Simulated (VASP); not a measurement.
# Sb3Au (Im-3m) in VASP: notebook, part 3 of 3

VASP 6.6.1.

### 5 Electric field gradients, LDA (29.78 Å³/atom)

This run uses another cell than the first one, of 29.78 Å³/atom.

Input file INCAR:

```
ALGO = Normal
EDIFF = 1E-8
ENCUT = 520
GGA = CA
ISIF = 2
ISMEAR = -1
LASPH = T
LCHARG = F
LEFG = T
LREAL = F
LWAVE = F
NBANDS = 21
NELM = 60
PREC = Accurate
SIGMA = 0.05
```

Input file KPOINTS:

```
k-points
0
Gamma
  10 10 10
```

Input file POSCAR:

```
Sb3Au
1.0
   -3.0996229802      3.0996229802      3.0996229802
    3.0996229802     -3.0996229802      3.0996229802
    3.0996229802      3.0996229802     -3.0996229802
Sb Au
3 1
Direct
    0.0000000000      0.5000000000      0.5000000000
    0.5000000000      0.0000000000      0.5000000000
    0.5000000000      0.5000000000      0.0000000000
    0.0000000000      0.0000000000      0.0000000000
```

Potentials or basis: VASP PAW LDA potentials, release 64 (Sb, Au).

Launch:

```
> cat potpaw_LDA.64/Sb/POTCAR potpaw_LDA.64/Au/POTCAR > POTCAR
> mpirun -np 1 vasp_std > vasp.out
```

OUTCAR:

```text
EDIFF = 1E-8
   ENCUT = 520
   GGA = CA
   ISIF = 2
   ISMEAR = -1
   LASPH = T
   LREAL = F
   NELM = 60
   PREC = Accurate

 ion  position               nearest neighbor table
   1  0.000  0.500  0.500-   2 3.10   3 3.10   4 3.10   4 3.10   3 3.10   2 3.10
   2  0.500  0.000  0.500-   1 3.10   3 3.10   4 3.10   3 3.10   4 3.10   1 3.10
   3  0.500  0.500  0.000-   1 3.10   2 3.10   4 3.10   2 3.10   1 3.10   4 3.10
   4  0.000  0.000  0.000-   1 3.10   2 3.10   3 3.10   1 3.10   2 3.10   3 3.10

  LATTYP: Found a body centered cubic cell.
 ALAT       =     6.1992459604

  Lattice vectors:

 A1 = (  -3.0996229802,   3.0996229802,   3.0996229802)
 A2 = (   3.0996229802,  -3.0996229802,   3.0996229802)
 A3 = (   3.0996229802,   3.0996229802,  -3.0996229802)

Analysis of symmetry for initial positions (statically):
=====================================================================
 Subroutine PRICEL returns:
 Original cell was already a primitive cell.

 Routine SETGRP: Setting up the symmetry group for a
 body centered cubic supercell.

 Subroutine GETGRP returns: Found 48 space group operations
 (whereof 48 operations were pure point group operations)
 out of a pool of 48 trial point group operations.

The static configuration has the point symmetry O_h .

Analysis of symmetry for dynamics (positions and initial velocities):
=====================================================================
 Subroutine PRICEL returns:
 Original cell was already a primitive cell.

 Routine SETGRP: Setting up the symmetry group for a
 body centered cubic supercell.

 Subroutine GETGRP returns: Found 48 space group operations
 (whereof 48 operations were pure point group operations)
 out of a pool of 48 trial point group operations.

The dynamic configuration has the point symmetry O_h .

 Subroutine INISYM returns: Found 48 space group operations
 (whereof 48 operations are pure point group operations),
 and found     1 'primitive' translations

----------------------------------------------------------------------------------------

                                     Primitive cell

  volume of cell :     119.1205

  direct lattice vectors                    reciprocal lattice vectors
    -3.099622980  3.099622980  3.099622980     0.000000000  0.161309941  0.161309941
     3.099622980 -3.099622980  3.099622980     0.161309941  0.000000000  0.161309941
     3.099622980  3.099622980 -3.099622980     0.161309941  0.161309941  0.000000000

  length of vectors
     5.368704486  5.368704486  5.368704486     0.228126706  0.228126706  0.228126706

  position of ions in fractional coordinates (direct lattice)
     0.000000000  0.500000000  0.500000000
     0.500000000  0.000000000  0.500000000
     0.500000000  0.500000000  0.000000000
     0.000000000  0.000000000  0.000000000

  ion indices of the primitive-cell ions
   primitive index   ion index
                 1           1
                 2           2
                 3           3
                 4           4

[... 85 lines left out ...]
   EFERMI =   0.00;   METHOD = LEGACY
   ISMEAR =    -1;   SIGMA  =   0.05  broadening in eV -4-tet -1-fermi 0-gaus
   EFERMI_NEDOS =   21; number of points for ismear=-14 and -15
   IALGO  =     38    algorithm
   IMIX   =      4    mixing-type and parameters
     AMIX     =   0.40;   BMIX     =  1.00
     AMIX_MAG =   1.60;   BMIX_MAG =  1.00
  volume/ion in A,a.u.               =      29.78       200.97
  Fermi-wavevector in a.u.,A,eV,Ry     =   0.985683  1.862670 13.219014  0.971570
  Thomas-Fermi vector in A             =   2.117008
   LORBIT       =      0    0 simple, 1 ext, 2 COOP (PROOUT), +10 PAW based schemes
   GGA     = CA    functional components
   LHFCALC =     F    Hartree Fock is set to
   AEXX    =    0.0000 exact exchange contribution
   IVDW    =     0    specifies the selected vdW correction
   LEPSILON=     F    determine dielectric tensor
   LRPA    =     F    only Hartree local field effects (RPA)
 non-spin polarized calculation
  energy-cutoff  :      520.00
  volume of cell :      119.12
 maximum number of plane-waves:      3252
   NGX = 19   NGY = 19   NGZ = 19

 number of electron      26.0000001 magnetization

 Free energy of the ion-electron system (eV)
  ---------------------------------------------------
  ext. energy  EPLUGINS =         0.00000000
  ---------------------------------------------------
  free energy    TOTEN  =       -18.04203352 eV

  energy without entropy =      -18.02348987  energy(sigma->0) =      -18.03276170

 E-fermi :   5.8392     XC(G=0):  -9.8449

 val. band max:        5.8203419828   @ k =   0.4000   0.1000   0.1000
 cond. band min:       5.8497820960   @ k =   0.2000   0.1000   0.0000
 fundamental gap:      0.0294401132
 Fermi energy:         5.8392483501

 k-point     1 :       0.0000    0.0000    0.0000
  band No.  band energies     occupation
      1      -5.6366      2.00000
      2      -1.5750      2.00000
      3      -1.5750      2.00000
      4       2.2513      2.00000
      5       2.2513      2.00000
      6       2.2513      2.00000
[... 565 lines left out ...]
     20      11.7687      0.00000
     21      12.0784      0.00000

 [... further k-points ...]

------------------------ aborting loop because EDIFF is reached ----------------------------------------

  FORCE on cell =-STRESS in cart. coord.  units (eV):
  Direction    XX          YY          ZZ          XY          YZ          ZX
  --------------------------------------------------------------------------------------
  -------------------------------------------------------------------------------------
  Total       -7.2534639     -7.2534639     -7.2534639     -0.0000000      0.0000000     -0.0000000
  in kB      -97.5594694    -97.5594694    -97.5594694     -0.0000000      0.0000000     -0.0000000
  external PRESSURE =     -97.5594694 kB  Pullay stress =       0.0000000 kB

 VOLUME and BASIS-vectors are now :
 -----------------------------------------------------------------------------
  energy-cutoff  :      520.00
  volume of cell :      119.12
      direct lattice vectors                 reciprocal lattice vectors
    -3.099622980  3.099622980  3.099622980     0.000000000  0.161309941  0.161309941
     3.099622980 -3.099622980  3.099622980     0.161309941  0.000000000  0.161309941
     3.099622980  3.099622980 -3.099622980     0.161309941  0.161309941  0.000000000

 POSITION                                       TOTAL-FORCE (eV/Angst)
 -----------------------------------------------------------------------------------
      3.09962      0.00000      0.00000        -0.000000     -0.000000      0.000000
      0.00000      3.09962      0.00000        -0.000000      0.000000      0.000000
      0.00000      0.00000      3.09962        -0.000000     -0.000000     -0.000000
      0.00000      0.00000      0.00000         0.000000      0.000000     -0.000000
 -----------------------------------------------------------------------------------
    total drift:                               -0.000000     -0.000000      0.000000

  FREE ENERGIE OF THE ION-ELECTRON SYSTEM (eV)
  ---------------------------------------------------
  free  energy   TOTEN  =       -18.0420335199 eV

  energy  without entropy=      -18.0234898714  energy(sigma->0) =      -18.03276170

 Electric field gradients (V/A^2)
---------------------------------------------------------------------
 ion       V_xx      V_yy      V_zz      V_xy      V_xz      V_yz
---------------------------------------------------------------------
   1      -4.848     2.424     2.424    -0.000    -0.000    -0.000
   2       2.424    -4.848     2.424    -0.000    -0.000    -0.000
   3       2.424     2.424    -4.848    -0.000    -0.000    -0.000
   4      -0.000    -0.000    -0.000    -0.000    -0.000    -0.000
---------------------------------------------------------------------

 Electric field gradients after diagonalization (V/A^2)
 (convention: |V_zz| > |V_xx| > |V_yy|)
----------------------------------------------------------------------
 ion       V_xx      V_yy      V_zz     asymmetry (V_yy - V_xx)/ V_zz
----------------------------------------------------------------------
   1       2.424     2.424    -4.848       0.000
   2       2.424     2.424    -4.848       0.000
   3       2.424     2.424    -4.848       0.000
   4       0.000     0.000    -0.000       0.000
----------------------------------------------------------------------

           NMR quadrupolar parameters

 Cq : quadrupolar parameter    Cq=e*Q*V_zz/h
 eta: asymmetry parameters     (V_yy - V_xx)/ V_zz
 Q  : nuclear electric quadrupole moment in mb (millibarn)
----------------------------------------------------------------------
 ion       Cq(MHz)       eta       Q (mb)
----------------------------------------------------------------------
   1      -0.012       0.000       1.000
   2      -0.012       0.000       1.000
   3      -0.012       0.000       1.000
   4      -0.000       0.000       1.000
----------------------------------------------------------------------
```

OSZICAR:

```text
N       E                     dE             d eps       ncg     rms          rms(c)
DAV:   1     0.131774193425E+03    0.13177E+03   -0.95059E+03  1974   0.101E+03
DAV:   2    -0.105174707225E+02   -0.14229E+03   -0.13656E+03  2437   0.180E+02
DAV:   3    -0.183698106723E+02   -0.78523E+01   -0.76927E+01  2390   0.469E+01
DAV:   4    -0.184660975005E+02   -0.96287E-01   -0.96129E-01  2205   0.561E+00
DAV:   5    -0.184673315352E+02   -0.12340E-02   -0.12340E-02  2294   0.719E-01    0.531E+00
DAV:   6    -0.181001876683E+02    0.36714E+00   -0.25611E+00  2094   0.125E+01    0.388E+00
DAV:   7    -0.180529948918E+02    0.47193E-01   -0.20113E-01  2034   0.368E+00    0.215E+00
DAV:   8    -0.180453810154E+02    0.76139E-02   -0.67231E-02  2161   0.145E+00    0.317E-01
DAV:   9    -0.180421072138E+02    0.32738E-02   -0.13208E-02  2099   0.980E-01    0.182E-01
DAV:  10    -0.180420920475E+02    0.15166E-04   -0.96179E-04  2179   0.157E-01    0.424E-02
DAV:  11    -0.180420320610E+02    0.59987E-04   -0.24790E-04  2155   0.130E-01    0.119E-02
DAV:  12    -0.180420343255E+02   -0.22646E-05   -0.28096E-05  2149   0.285E-02    0.121E-02
DAV:  13    -0.180420335715E+02    0.75401E-06   -0.16954E-06  2164   0.103E-02    0.388E-03
DAV:  14    -0.180420335193E+02    0.52279E-07   -0.52370E-07  2129   0.462E-03    0.707E-04
DAV:  15    -0.180420335199E+02   -0.68326E-09   -0.17603E-08  1590   0.924E-04
   1 F= -.18042034E+02 E0= -.18032762E+02  d E =-.185436E-01
```

stdout:

```text
POSCAR found type information on POSCAR SbAu
 POSCAR found :  2 types and       4 ions
 scaLAPACK will be used
 LDA part: xc-table for (Slater(with rela. corr.)+CA(PZ))
 , standard interpolation
 POSCAR, INCAR and KPOINTS ok, starting setup
 FFT: planning ... GRIDC
 FFT: planning ... GRID_SOFT
 FFT: planning ... GRID
 WAVECAR not read
 entering main loop
ion   1

ion   2

ion   3

ion   4
```

Run time: 1.9 min. Hardware: 1 thread of Oxide Virtual Turin-like, shared host; peak memory 0.23 GiB.

What came out:

* Free energy: -18.0420 eV
* Pressure: -9.8 GPa
* Band gap on the k mesh: zero (bands 13 and 14 overlap by 2.44 eV)
* Largest electric field gradient by atom: Sb -4.8; Au +0.0 V/Å²

Electric field gradients, principal values (V/Å²):
| atom | least | middle | greatest (by size) |
| --- | --- | --- | --- |
| 1 Sb | 2.424 | 2.424 | -4.848 |
| 2 Sb | 2.424 | 2.424 | -4.848 |
| 3 Sb | 2.424 | 2.424 | -4.848 |
| 4 Au | 0.000 | 0.000 | 0.000 |

Caveat: the cell stands under tension; without QUAD_EFG the Cq values of the log hold for a quadrupole moment of 1 mb, not for the nuclei; spin-orbit coupling is left out, which moves the levels of the heavy elements.

### 6 Overview

```csv
cell,gap on the mesh (eV),pressure (GPa)
"a = 5.230 Å, angles 109.5°, 4 atoms",none,-6.8
"a = 5.265 Å, angles 109.5°, 4 atoms",none,-7.7
"a = 5.369 Å, angles 109.5°, 4 atoms",none,-9.8
```

Alike in all rows: task electric field gradients; level LDA; potentials or basis VASP PAW LDA potentials, release 64 (Sb, Au); no spin polarisation; k mesh 10 × 10 × 10; cutoff (eV) 520; smearing fermi-dirac 0.05 eV.

Caveats: the cell stands under tension; spin-orbit coupling is left out, which moves the levels of the heavy elements.

Absolute energies hang on the potentials; compare differences alone.

The gap in the log of VASP goes by the Fermi energy; the results here count the filled bands.